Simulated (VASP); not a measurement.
# H (P-3m1) in VASP: single point with PBEsol+D4

Aim: the single point of H with PBEsol+D4.

Everything below comes from runs of VASP 6.6.1. Logs are shortened: lines on timing, memory, paths and dates and some standing lists are left out, and cuts for length are marked.

## Step 1: The cell of the first run

Symmetry: P-3m1, No. 164, trigonal system. Conventional cell: a = 3.516 Å, b = 3.516 Å, c = 4.643 Å, α = 90.00°, β = 90.00°, γ = 120.00°. Within 2.8 Å of H (site symmetry 3m) lie 3 H at 2.08 Å.

## Step 2: Single point, PBEsol+D4

Input file INCAR:

```
SYSTEM = H
ALGO = Normal ; EDIFF = 1E-6
ENCUT = 500 ; GGA = PS
GGA_COMPAT = .False. ; ISIF = 2
ISMEAR = 1 ; IVDW = 13
LASPH = .True. ; LCHARG = .False.
LREAL = .False. ; LWAVE = .False.
NBANDS = 8 ; NELM = 120
PREC = Accurate ; SIGMA = 0.1
```

Input file KPOINTS:

```
k-points
0
Gamma
  6 6 4
  0 0 0
```

Input file POSCAR:

```
H
1.0
    3.5155260000      0.0000000000      0.0000000000
   -1.7577630000      3.0445350000      0.0000000000
    0.0000000000      0.0000000000      4.6429790000
H
2
Direct
    0.6666666667      0.3333333333      0.5509610000
    0.3333333333      0.6666666667      0.4490390000
```

Potentials or basis: VASP PAW PBE potentials, release 64 (H).

Launch:

```sh
cat potpaw_PBE.64/H/POTCAR > POTCAR
mpirun -np 1 vasp_std > vasp.out
```

OUTCAR:

```text
SYSTEM = H
   EDIFF = 1E-6
   ENCUT = 500
   GGA = PS
   ISIF = 2
   ISMEAR = 1
   IVDW = 13
   LASPH = .True.
   LREAL = .False.
   NELM = 120
   PREC = Accurate

 ion  position               nearest neighbor table
   1  0.667  0.333  0.551-
   2  0.333  0.667  0.449-

  LATTYP: Found a hexagonal cell.
 ALAT       =     3.5155260000
 C/A-ratio  =     1.3207067733

  Lattice vectors:

 A1 = (   3.5155260000,   0.0000000000,   0.0000000000)
 A2 = (  -1.7577630000,   3.0445350000,   0.0000000000)
 A3 = (   0.0000000000,   0.0000000000,   4.6429790000)

Analysis of symmetry for initial positions (statically):
=====================================================================
 Subroutine PRICEL returns:
 Original cell was already a primitive cell.

 Routine SETGRP: Setting up the symmetry group for a
 hexagonal supercell.

 Subroutine GETGRP returns: Found 12 space group operations
 (whereof 12 operations were pure point group operations)
 out of a pool of 24 trial point group operations.

The static configuration has the point symmetry D_3d.

Analysis of symmetry for dynamics (positions and initial velocities):
=====================================================================
 Subroutine PRICEL returns:
 Original cell was already a primitive cell.

 Routine SETGRP: Setting up the symmetry group for a
 hexagonal supercell.

 Subroutine GETGRP returns: Found 12 space group operations
 (whereof 12 operations were pure point group operations)
 out of a pool of 24 trial point group operations.

The dynamic configuration has the point symmetry D_3d.

 Subroutine INISYM returns: Found 12 space group operations
 (whereof 12 operations are pure point group operations),
 and found     1 'primitive' translations

----------------------------------------------------------------------------------------

                                     Primitive cell

  volume of cell :      49.6945

  direct lattice vectors                    reciprocal lattice vectors
     3.515526000  0.000000000  0.000000000     0.284452455  0.164228692  0.000000000
    -1.757763000  3.044535000  0.000000000     0.000000000  0.328457383  0.000000000
     0.000000000  0.000000000  4.642979000     0.000000000  0.000000000  0.215378963

  length of vectors
     3.515526000  3.515526153  4.642979000     0.328457398  0.328457383  0.215378963

  position of ions in fractional coordinates (direct lattice)
     0.666666667  0.333333333  0.550961000
     0.333333333  0.666666667  0.449039000

  ion indices of the primitive-cell ions
   primitive index   ion index
                 1           1
                 2           2

----------------------------------------------------------------------------------------

 KPOINTS: k-points

Automatic generation of k-mesh.
 Grid dimensions read from file:
 generate k-points for:    6    6    4

 Generating k-lattice:

  Cartesian coordinates                     Fractional coordinates (reciprocal lattice)
     0.047408742  0.027371449  0.000000000     0.166666667  0.000000000  0.000000000
     0.000000000  0.054742897  0.000000000     0.000000000  0.166666667  0.000000000
     0.000000000  0.000000000  0.053844741     0.000000000  0.000000000  0.250000000

  Length of vectors
     0.054742900  0.054742897  0.053844741

  Shift w.r.t. Gamma in fractional coordinates (k-lattice)
     0.000000000  0.000000000  0.000000000

 Subroutine IBZKPT returns following result:
 ===========================================

 Found     24 irreducible k-points:

 Following reciprocal coordinates:
            Coordinates               Weight
  0.000000  0.000000  0.000000      1.000000
  0.166667  0.000000  0.000000      6.000000
  0.333333  0.000000  0.000000      6.000000
  0.500000  0.000000  0.000000      3.000000
  0.166667  0.166667  0.000000      6.000000
  0.333333  0.166667  0.000000     12.000000
[... 16 lines left out ...]
  0.333333  0.166667  0.500000     12.000000
  0.333333  0.333333  0.500000      2.000000
   k-points           NKPTS =     24   k-points in BZ     NKDIM =     24   number of bands    NBANDS=      8
   number of dos      NEDOS =    301   number of ions     NIONS =      2
   total plane-waves  NPLWV =  28224
   dimension x,y,z NGX =    28 NGY =   28 NGZ =   36
   dimension x,y,z NGXF=    56 NGYF=   56 NGZF=   72
   ions per type =               2
   NGX,Y,Z   is equivalent  to a cutoff of  13.24, 13.24, 12.89 a.u.
   NGXF,Y,Z  is equivalent  to a cutoff of  26.48, 26.48, 25.78 a.u.
 SYSTEM =  H
   PREC   = accura    normal or accurate (medium, high low for compatibility)
   ISTART =      0    job   : 0-new  1-cont  2-samecut
   ICHARG =      2    charge: 1-file 2-atom 10-const
   ISPIN  =      1    spin polarized calculation?
   LNONCOLLINEAR =      F non collinear calculations
   LSORBIT =      F    spin-orbit coupling
   LASPH  =      T    aspherical Exc in radial PAW
   ENCUT  =  500.0 eV  36.75 Ry    6.06 a.u.   6.41  6.41  8.47*2*pi/ulx,y,z
   NELM   =    120;   NELMIN=  2; NELMDL= -5     # of ELM steps
   EDIFF  = 0.1E-05   stopping-criterion for ELM
   LREAL  =      F    real-space projection
   EDIFFG = 0.1E-04   stopping-criterion for IOM
   NSW    =      0    number of steps for IOM
   IBRION =     -1    ionic relax: 0-MD 1-quasi-New 2-CG
   NFREE  =      0    steps in history (QN), initial steepest desc. (CG)
   ISIF   =      2    stress and relaxation
   ISYM   =      2    0-nonsym 1-usesym 2-fastsym
   POTIM  = 0.5000    time-step for ionic-motion
   TEBEG  =    0.0;   TEEND  =   0.0 temperature during run
   PSTRESS=    0.0 pullay stress
   NELECT =       2.0000    total number of electrons
   NUPDOWN=      -1.0000    fix difference up-down
   EMIN   =  10.00;   EMAX   =-10.00  energy-range for DOS
   EFERMI =   0.00;   METHOD = LEGACY
   ISMEAR =     1;   SIGMA  =   0.10  broadening in eV -4-tet -1-fermi 0-gaus
   EFERMI_NEDOS =   21; number of points for ismear=-14 and -15
   IALGO  =     38    algorithm
   IMIX   =      4    mixing-type and parameters
     AMIX     =   0.40;   BMIX     =  1.00
     AMIX_MAG =   1.60;   BMIX_MAG =  1.00
  volume/ion in A,a.u.               =      24.85       167.68
  Fermi-wavevector in a.u.,A,eV,Ry     =   0.561025  1.060183  4.282420  0.314749
  Thomas-Fermi vector in A             =   1.597147
   LORBIT       =      0    0 simple, 1 ext, 2 COOP (PROOUT), +10 PAW based schemes
   GGA     = PS    functional components
   LHFCALC =     F    Hartree Fock is set to
   AEXX    =    0.0000 exact exchange contribution
   IVDW    =    13    specifies the selected vdW correction
   LEPSILON=     F    determine dielectric tensor
   LRPA    =     F    only Hartree local field effects (RPA)
 non-spin polarized calculation
 Methfessel and Paxton  Order N= 1 SIGMA  =   0.10
  energy-cutoff  :      500.00
  volume of cell :       49.69
 maximum number of plane-waves:      1275
 NGX is ok and might be reduce to    28
   NGX = 13   NGY = 13   NGZ = 17

 number of electron       2.0000000 magnetization

 Free energy of the ion-electron system (eV)
  ---------------------------------------------------
  ext. energy  EPLUGINS =         0.00000000
  ---------------------------------------------------
  free energy    TOTEN  =        -2.68563634 eV

  energy without entropy =       -2.68324408  energy(sigma->0) =       -2.68483892

 E-fermi :  -5.2579     XC(G=0):  -4.3434

 val. band max:       -5.2581100722   @ k =   0.3333   0.3333   0.2500
 cond. band min:      -5.2147390897   @ k =   0.3333   0.3333   0.5000
 fundamental gap:      0.0433709825
 Fermi energy:        -5.2578935973

 k-point     1 :       0.0000    0.0000    0.0000
  band No.  band energies     occupation
      1      -8.6389      2.00000
      2      -1.2544      0.00000
      3       2.2187      0.00000
      4       3.8350      0.00000
      5      10.1476      0.00000
      6      10.1476      0.00000
      7      10.5019      0.00000
      8      11.9864      0.00000

 k-point     2 :       0.1667    0.0000    0.0000
  band No.  band energies     occupation
      1      -8.2852      2.00000
      2      -1.7708      0.00000
      3       2.5608      0.00000
      4       3.8759      0.00000
      5       7.5857      0.00000
      6       8.6763      0.00000
      7      11.1158      0.00000
      8      13.6878      0.00000

 k-point     3 :       0.3333    0.0000    0.0000
  band No.  band energies     occupation
      1      -7.2959      2.00000
      2      -3.2095      0.00000
      3       3.2052      0.00000
      4       4.5991      0.00000
      5       6.0881      0.00000
      6       7.4003      0.00000
      7       9.6369      0.00000
      8      10.4048      0.00000

 k-point     4 :       0.5000    0.0000    0.0000
  band No.  band energies     occupation
      1      -6.3439      2.00000
      2      -4.4215     -0.00000
      3       3.2955      0.00000
      4       5.9052      0.00000
      5       6.6139      0.00000
      6       6.9650      0.00000
      7       7.3390      0.00000
      8       8.3998      0.00000

 k-point     5 :       0.1667    0.1667    0.0000
  band No.  band energies     occupation
      1      -7.6065      2.00000
      2      -2.7331      0.00000
      3       2.9976      0.00000
      4       4.3462      0.00000
      5       5.4172      0.00000
      6       9.2117      0.00000
      7      10.6716      0.00000
      8      12.3722      0.00000
[... 177 lines left out ...]
 k-point    22 :       0.1667    0.1667    0.5000
  band No.  band energies     occupation
      1      -7.4707      2.00000
      2      -2.7878      0.00000
      3       1.0899      0.00000
      4       4.9283      0.00000
      5       8.3268      0.00000
      6       9.1133      0.00000
      7      10.0535      0.00000
      8      10.5215      0.00000

 k-point    23 :       0.3333    0.1667    0.5000
  band No.  band energies     occupation
      1      -6.3317      2.00000
      2      -4.1211     -0.00000
      3       2.5106      0.00000
      4       3.4729      0.00000
      5       5.2429      0.00000
      6       7.9639      0.00000
      7       9.7385      0.00000
      8      12.1813      0.00000

 k-point    24 :       0.3333    0.3333    0.5000
  band No.  band energies     occupation
      1      -5.2147      0.33956
      2      -5.2147      0.33956
      3       2.4817      0.00000
      4       4.4070      0.00000
      5       4.4070      0.00000
      6       5.5556      0.00000
      7      12.0348      0.00000
      8      12.0348      0.00000

------------------------ aborting loop because EDIFF is reached ----------------------------------------

  DFT-D4 for vdW energy calculation

  Edisp (eV):   -0.02098

  FORCE on cell =-STRESS in cart. coord.  units (eV):
  Direction    XX          YY          ZZ          XY          YZ          ZX
  --------------------------------------------------------------------------------------
  -------------------------------------------------------------------------------------
  Total      -3.06027    -3.06027    -0.40128     0.00000     0.00000     0.00000
  in kB     -98.66478   -98.66479   -12.93740     0.00000     0.00000     0.00000
  external pressure =      -70.09 kB  Pullay stress =        0.00 kB

 VOLUME and BASIS-vectors are now :
 -----------------------------------------------------------------------------
  energy-cutoff  :      500.00
  volume of cell :       49.69
      direct lattice vectors                 reciprocal lattice vectors
     3.515526000  0.000000000  0.000000000     0.284452455  0.164228692  0.000000000
    -1.757763000  3.044535000  0.000000000     0.000000000  0.328457383  0.000000000
     0.000000000  0.000000000  4.642979000     0.000000000  0.000000000  0.215378963

 POSITION                                       TOTAL-FORCE (eV/Angst)
 -----------------------------------------------------------------------------------
      1.75776      1.01484      2.55810        -0.000000      0.000000     -0.718544
     -0.00000      2.02969      2.08488         0.000000     -0.000000      0.718544
 -----------------------------------------------------------------------------------
    total drift:                                0.000000     -0.000000      0.000000

  FREE ENERGIE OF THE ION-ELECTRON SYSTEM (eV)
  ---------------------------------------------------
  free  energy   TOTEN  =        -2.7066179774 eV

  energy  without entropy=       -2.7042257177  energy(sigma->0) =       -2.70582056
```

It took 3.6 s on 1 thread of Intel Xeon 6975P-C (Granite Rapids), shared host; peak memory 0.15 GiB.

Results:

| Quantity | Value |
| --- | --- |
| Free energy | -2.7066 eV |
| Pressure | -7.0 GPa |
| Largest force | 0.719 eV/Å |
| Band gap on the k mesh | zero (band 1 reaches -5.21 eV, above the bottom of band 2 at -5.30 eV) |
| Dispersion energy per atom | -0.010 eV |

Forces on the atoms (eV/Å):
```
H    0.000  0.000 -0.719
H    0.000  0.000  0.719
```

Stress tensor (GPa, compression positive):
```
-9.87  0.00  0.00
 0.00 -9.87  0.00
 0.00  0.00 -1.29
```

Levels at points of the mesh, in eV from the Fermi level:
| k point | band 1 | band 2 | band 3 | band 4 | band 5 |
| --- | --- | --- | --- | --- | --- |
| (0.00, 0.00, 0.00) | -3.38 | 4.00 | 7.48 | 9.09 | 15.41 |
| (0.50, 0.00, 0.00) | -1.09 | 0.84 | 8.55 | 11.16 | 11.87 |
| (0.00, 0.00, 0.50) | -3.23 | 3.31 | 6.15 | 13.54 | 15.78 |
| (0.50, 0.00, 0.50) | -0.99 | 0.93 | 8.14 | 9.02 | 10.20 |

Caveat: the PAW data sets were made with another functional, which shifts forces and pressure a little; pairwise dispersion overbinds metals, which lowers pressure and volume.
